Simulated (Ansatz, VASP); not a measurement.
**Two plane-wave programs on NaCl**

The input POSCAR:

```
NaCl
1.0
    0.0000000000      2.8488626834      2.8488626834
    2.8488626834      0.0000000000      2.8488626834
    2.8488626834      2.8488626834      0.0000000000
Cl Na
1 1
Direct
    0.5000000000      0.5000000000      0.5000000000
    0.0000000000      0.0000000000      0.0000000000
```

INCAR.step1

```
SYSTEM = NaCl
  PREC = Accurate
  ENCUT = 520
  ISMEAR = -1
  SIGMA = 0.05
  LREAL = .False.
  LASPH = .True.
  NELM = 60
  NBANDS = 14
  GGA = PE
  ALGO = Normal
  EDIFF = 1E-4
  LWAVE = .True.
  LCHARG = .False.
```

File INCAR.step2:

```
SYSTEM = NaCl
  PREC = Accurate
  ENCUT = 520
  EDIFF = 1E-6
  ISMEAR = -1
  SIGMA = 0.05
  LREAL = .False.
  LASPH = .True.
  NELM = 60
  ALGO = Normal
  ISIF = 2
  LWAVE = .False.
  LCHARG = .False.
  METAGGA = R2SCAN
  LMIXTAU = .True.
  NBANDS = 14
  ISTART = 1
```

KPOINTS

```
Automatic mesh
0
Gamma
  8 8 8
  0 0 0
```

File input.yaml:

```yaml
crystal:
  lattice:
    - [0.0, 2.8488626834, 2.8488626834]
    - [2.8488626834, 0.0, 2.8488626834]
    - [2.8488626834, 2.8488626834, 0.0]
  atoms:
    - { symbol: Cl, position: [0.5, 0.5, 0.5] }
    - { symbol: Na, position: [0.0, 0.0, 0.0] }
hamiltonian:
  xc: r2scan
  pseudopotentials: { kind: paw }
kpoints:
  mp_grid: { grid: [8, 8, 8] }
scf:
  occupations: { method: fermi_dirac, width: 0.05 }
output:
  forces: true
  stress: true
  eigenvalues: true
  write_density: true
  write_potential: true
  elf: true
  volumetric_format: npy
```

Alike in both runs: task single point; functional r2SCAN; k mesh 8 × 8 × 8; occupations fermi-dirac, width 0.05 eV; no spin polarisation.

|  | VASP | Ansatz |
| --- | --- | --- |
| version | VASP 6.6.1 | Ansatz 0.2.0 |
| potentials or method | VASP PAW PBE potentials, release 64 (Cl, Na_pv) | Ansatz PAW |
| plane-wave cutoff (eV) | 520 | 500 |
| valence electrons in the cell | 14 | 16 |

```tsv
	VASP	Ansatz	Ansatz less VASP
gap on the k mesh at the Fermi level (eV)	5.80	5.77	-0.023
least direct gap on the mesh (eV)	5.80	5.77	-0.023
pressure (GPa)	-1.4	-1.2	+0.22
```

VASP's potentials were made for PBE, not for r2SCAN. With one functional, cell and mesh, what is left measures potentials, basis and numerics. VASP's potentials hold 14 valence electrons a cell and Ansatz's 16, so a difference there can come from the potentials and not from the codes.
